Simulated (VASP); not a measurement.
# Cu3Mo (P-6m2) in VASP: further runs, part 2 of 2

VASP 6.6.1.

### Step 3. Single point, PBE

This run uses another cell than the first one, of 13.20 Å³/atom.

File INCAR:

```
SYSTEM = Cu3Mo
ALGO     = Fast           ! electronic algorithm
EDIFF    = 1E-7           ! SCF threshold, eV
ENCUT    = 520            ! plane-wave cutoff, eV
GGA      = PE             ! functional
ISIF     = 2              ! what is computed and relaxed
ISMEAR   = 0              ! smearing method
LASPH    = .TRUE.         ! aspherical terms in the spheres
LCHARG   = .FALSE.        ! write CHGCAR
LREAL    = .FALSE.        ! projectors in reciprocal space
LWAVE    = .FALSE.        ! write WAVECAR
NBANDS   = 32             ! bands
NELM     = 100            ! most SCF steps
PREC     = Accurate       ! precision mode
SIGMA    = 0.1            ! smearing width, eV
```

File KPOINTS:

```
k-points
0
G
  18 18 6
  0 0 0
```

File POSCAR:

```
Cu3Mo
1.0
    2.6516912719      0.0000000000      0.0000000000
   -1.3258456360      2.2964320045      0.0000000000
    0.0000000000      0.0000000000      8.6704794166
Cu Mo
3 1
Direct
    0.0000000000      0.0000000000      0.0000000000
    0.6666666667      0.3333333333      0.7612303033
    0.6666666667      0.3333333333      0.2387696967
    0.0000000000      0.0000000000      0.5000000000
```

Potentials or basis: VASP PAW PBE potentials, release 64 (Cu, Mo_sv).

On the command line:

```sh
cat potpaw_PBE.64/Cu/POTCAR potpaw_PBE.64/Mo_sv/POTCAR > POTCAR
mpirun -np 1 vasp_std > vasp.out
```

OUTCAR:

```text
SYSTEM = Cu3Mo
   EDIFF = 1E-7
   ENCUT = 520
   GGA = PE
   ISIF = 2
   ISMEAR = 0
   LASPH = .TRUE.
   LREAL = .FALSE.
   NELM = 100
   PREC = Accurate

 ion  position               nearest neighbor table
   1  0.000  0.000  0.000-   2 2.57   3 2.57   2 2.57   3 2.57   2 2.57   3 2.57
   2  0.667  0.333  0.761-   1 2.57   1 2.57   1 2.57   4 2.73   4 2.73   4 2.73
   3  0.667  0.333  0.239-   1 2.57   1 2.57   1 2.57   4 2.73   4 2.73   4 2.73
   4  0.000  0.000  0.500-   2 2.73   3 2.73   2 2.73   3 2.73   2 2.73   3 2.73

  LATTYP: Found a hexagonal cell.
 ALAT       =     2.6516912719
 C/A-ratio  =     3.2697921921

  Lattice vectors:

 A1 = (   2.6516912719,   0.0000000000,   0.0000000000)
 A2 = (  -1.3258456360,   2.2964320045,   0.0000000000)
 A3 = (   0.0000000000,   0.0000000000,   8.6704794166)

Analysis of symmetry for initial positions (statically):
=====================================================================
 Subroutine PRICEL returns:
 Original cell was already a primitive cell.

 Routine SETGRP: Setting up the symmetry group for a
 hexagonal supercell.

 Subroutine GETGRP returns: Found 12 space group operations
 (whereof 12 operations were pure point group operations)
 out of a pool of 24 trial point group operations.

The static configuration has the point symmetry D_3h.

Analysis of symmetry for dynamics (positions and initial velocities):
=====================================================================
 Subroutine PRICEL returns:
 Original cell was already a primitive cell.

 Routine SETGRP: Setting up the symmetry group for a
 hexagonal supercell.

 Subroutine GETGRP returns: Found 12 space group operations
 (whereof 12 operations were pure point group operations)
 out of a pool of 24 trial point group operations.

The dynamic configuration has the point symmetry D_3h.

 Subroutine INISYM returns: Found 12 space group operations
 (whereof 12 operations are pure point group operations),
[... 120 lines left out ...]
     AMIX_MAG =   1.60;   BMIX_MAG =  1.00
  volume/ion in A,a.u.               =      13.20        89.08
  Fermi-wavevector in a.u.,A,eV,Ry     =   1.574832  2.976001 33.743752  2.480096
  Thomas-Fermi vector in A             =   2.675907
   LORBIT       =      0    0 simple, 1 ext, 2 COOP (PROOUT), +10 PAW based schemes
   GGA     = PE    functional components
   LHFCALC =     F    Hartree Fock is set to
   AEXX    =    0.0000 exact exchange contribution
   IVDW    =     0    specifies the selected vdW correction
   LEPSILON=     F    determine dielectric tensor
   LRPA    =     F    only Hartree local field effects (RPA)
 non-spin polarized calculation
 RMM-DIIS sequential band-by-band and
 Gauss-broadening in eV      SIGMA  =   0.10
  energy-cutoff  :      520.00
  volume of cell :       52.80
 maximum number of plane-waves:      1467
 NGX is ok and might be reduce to    20
   NGX =  9   NGY =  9   NGZ = 33

 number of electron      46.9999998 magnetization

 Free energy of the ion-electron system (eV)
  ---------------------------------------------------
  ext. energy  EPLUGINS =         0.00000000
  ---------------------------------------------------
  free energy    TOTEN  =       -21.31214956 eV

  energy without entropy =      -21.29648624  energy(sigma->0) =      -21.30431790

 E-fermi :   8.6150     XC(G=0): -12.7166

 val. band max:        8.6115644359   @ k =   0.2778   0.0556   0.1667
 cond. band min:       8.6158650995   @ k =   0.1111  -0.0000   0.0000
 fundamental gap:      0.0043006636
 Fermi energy:         8.6149736690

 k-point     1 :       0.0000    0.0000    0.0000
  band No.  band energies     occupation
      1     -52.3654      2.00000
      2     -26.5631      2.00000
      3     -25.4269      2.00000
      4     -25.4269      2.00000
      5       0.0094      2.00000
      6       1.9539      2.00000
[... 829 lines left out ...]
     31      16.9759      0.00000
     32      18.2427      0.00000

 [... further k-points ...]

------------------------ aborting loop because EDIFF is reached ----------------------------------------

  FORCE on cell =-STRESS in cart. coord.  units (eV):
  Direction    XX          YY          ZZ          XY          YZ          ZX
  --------------------------------------------------------------------------------------
  -------------------------------------------------------------------------------------
  Total        0.1929470      0.1929470      0.2221506     -0.0000000      0.0000000      0.0000000
  in kB        5.8550262      5.8550262      6.7412179     -0.0000000      0.0000000      0.0000000
  external PRESSURE =       6.1504234 kB  Pullay stress =       0.0000000 kB

 VOLUME and BASIS-vectors are now :
 -----------------------------------------------------------------------------
  energy-cutoff  :      520.00
  volume of cell :       52.80
      direct lattice vectors                 reciprocal lattice vectors
     2.651691272  0.000000000  0.000000000     0.377117808  0.217729068  0.000000000
    -1.325845636  2.296432005  0.000000000     0.000000000  0.435458136  0.000000000
     0.000000000  0.000000000  8.670479417     0.000000000  0.000000000  0.115333876

 POSITION                                       TOTAL-FORCE (eV/Angst)
 -----------------------------------------------------------------------------------
      0.00000      0.00000      0.00000         0.000000     -0.000000      0.000000
      1.32585      0.76548      6.60023        -0.000000      0.000000      0.008958
      1.32585      0.76548      2.07025        -0.000000      0.000000     -0.008958
      0.00000      0.00000      4.33524         0.000000     -0.000000      0.000000
 -----------------------------------------------------------------------------------
    total drift:                                0.000001     -0.000001      0.000000

  FREE ENERGIE OF THE ION-ELECTRON SYSTEM (eV)
  ---------------------------------------------------
  free  energy   TOTEN  =       -21.3121495610 eV

  energy  without entropy=      -21.2964862379  energy(sigma->0) =      -21.30431790
```

stdout:

```text
POSCAR found type information on POSCAR CuMo
 POSCAR found :  2 types and       4 ions
 scaLAPACK will be used
 LDA part: xc-table for (Slater+PW92), standard interpolation
 POSCAR, INCAR and KPOINTS ok, starting setup
 FFT: planning ... GRIDC
 FFT: planning ... GRID_SOFT
 FFT: planning ... GRID
 WAVECAR not read
 entering main loop
```

Run time: 3 min. Hardware: 1 thread of AMD EPYC 9R45 (Zen 5), shared host; peak memory 0.3 GiB.

What came out:

- Free energy: -21.3121 eV
- Pressure: 0.6 GPa
- Largest force: 0.009 eV/Å
- Band gap on the k mesh: zero (an odd number of electrons rules out a gap without spin polarisation)

Forces in eV/Å, atoms in the order of the input:
```
Cu   0.000  0.000  0.000
Cu   0.000  0.000  0.009
Cu   0.000  0.000 -0.009
Mo   0.000  0.000  0.000
```

### Step 4. Relaxation of cell and atoms, PBE

File INCAR:

```
  ALGO = Fast
  EDIFF = 1E-7
  EDIFFG = -0.01
  ENCUT = 600
  GGA = PE
  IBRION = 2
  ISIF = 3
  ISMEAR = 0
  LASPH = True
  LCHARG = False
  LREAL = False
  LWAVE = False
  NELM = 60
  NSW = 100
  PREC = Accurate
  SIGMA = 0.1
```

File KPOINTS:

```
k-points
0
Gamma
  18 18 6
```

File POSCAR:

```
Cu3Mo
1.0
    2.6387176596      0.0000000000      0.0000000000
   -1.3193588298      2.2851965266      0.0000000000
    0.0000000000      0.0000000000      8.6975776375
Cu Mo
3 1
Direct
    0.0000000000      0.0000000000      0.0000000000
    0.6666666667      0.3333333333      0.7608926105
    0.6666666667      0.3333333333      0.2391073895
    0.0000000000      0.0000000000      0.5000000000
```

On the command line:

```sh
cat potpaw_PBE.64/Cu/POTCAR potpaw_PBE.64/Mo_sv/POTCAR > POTCAR
mpirun -np 1 vasp_std > vasp.out
```

Run time: 15 min. Hardware: 1 thread of AMD EPYC 9R45 (Zen 5), shared host; peak memory 0.35 GiB.

Results (log left out):

```
Free energy                           : -21.3124 eV
Relaxed volume                        : 13.25 Å³/atom
Relaxed cell                          : a = 2.655 Å, b = 2.655 Å, c = 8.686 Å, α = 90.00°, β = 90.00°, γ = 120.00°
Space group after relaxing (to 0.1 Å) : P-6m2 (No. 187)
Energy gained by relaxing             : 1.0 meV/atom
Ionic steps                           : 6
Pressure after relaxing               : 0.0 GPa
Largest force after relaxing          : 0.010 eV/Å
Band gap on the k mesh                : zero (an odd number of electrons rules out a gap without spin polarisation)
```

Forces in eV/Å, atoms in the order of the input:
```
Cu   0.000  0.000  0.000
Cu   0.000  0.000  0.010
Cu   0.000  0.000 -0.010
Mo   0.000  0.000  0.000
```

Step by step:
| step | energy change (eV) | largest force (eV/Å) | pressure (GPa) | volume (Å³) |
| --- | --- | --- | --- | --- |
| 1 | 0.0000 | 0.0358 | 1.73 | 52.45 |
| 2 | -0.0015 | 0.0103 | -1.51 | 53.53 |
| 3 | -0.0038 | 0.0101 | -0.11 | 53.05 |
| 4 | -0.0038 | 0.0090 | -0.14 | 53.06 |
| 5 | -0.0041 | 0.0096 | -0.05 | 53.02 |
| 6 | -0.0041 | 0.0099 | -0.04 | 53.00 |

Final structure:
```cif
data_structure
_symmetry_space_group_name_H-M 'P 1'
_symmetry_Int_Tables_number 1
_cell_length_a 2.6545
_cell_length_b 2.6545
_cell_length_c 8.6858
_cell_angle_alpha 90.000
_cell_angle_beta 90.000
_cell_angle_gamma 120.000
_cell_volume 53.00
loop_
_atom_site_label
_atom_site_type_symbol
_atom_site_fract_x
_atom_site_fract_y
_atom_site_fract_z
_atom_site_occupancy
Cu1 Cu 0.00000 0.00000 0.00000 1
Cu2 Cu 0.66667 0.33333 0.76109 1
Cu3 Cu 0.66667 0.33333 0.23891 1
Mo1 Mo 0.00000 0.00000 0.50000 1
```

Levels at points of the mesh, in eV from the Fermi level:
| k point | band 19 | band 20 | band 21 | band 22 | band 23 | band 24 | band 25 | band 26 | band 27 | band 28 |
| --- | --- | --- | --- | --- | --- | --- | --- | --- | --- | --- |
| (0.00, 0.00, 0.00) | -2.47 | -2.20 | -2.20 | -1.78 | -1.78 | -0.46 | -0.46 | -0.31 | 2.77 | 2.77 |
| (0.50, 0.00, 0.00) | -1.78 | -1.76 | -1.51 | -0.83 | 0.69 | 0.73 | 1.63 | 1.79 | 3.45 | 5.03 |
| (0.00, 0.00, 0.50) | -2.16 | -2.16 | -2.16 | -1.81 | -1.81 | -1.65 | -0.46 | -0.46 | 2.77 | 2.77 |
| (0.50, 0.00, 0.50) | -1.75 | -1.51 | -1.44 | -0.78 | -0.11 | 1.16 | 1.61 | 1.65 | 4.08 | 5.22 |

### Step 5. Summary

| task | spin | cell | k mesh | cutoff (eV) | gap on the mesh (eV) | pressure (GPa) | largest force (eV/Å) |
| --- | --- | --- | --- | --- | --- | --- | --- |
| single point | collinear | a = 2.639, b = 2.639, c = 8.698 Å, angles 90.0, 90.0, 120.0°, 4 atoms | 6 × 6 × 2 | 520 | none | 0.9 | 0.01 |
| single point | off | a = 2.652, b = 2.652, c = 8.670 Å, angles 90.0, 90.0, 120.0°, 4 atoms | 18 × 18 × 6 | 520 | none | 0.6 | 0.01 |
| relaxation of cell and atoms | off | relaxed from a = 2.639, b = 2.639, c = 8.698 Å, angles 90.0, 90.0, 120.0°, 4 atoms | 18 × 18 × 6 | 600 | none | 0.0 | 0.01 |

Alike in all rows: level PBE; potentials or basis VASP PAW PBE potentials, release 64 (Cu, Mo_sv); smearing gaussian 0.1 eV.

Caveats: some runs use coarse meshes.

Total energies depend on the potentials used, so only differences within one code and one set of settings carry meaning.
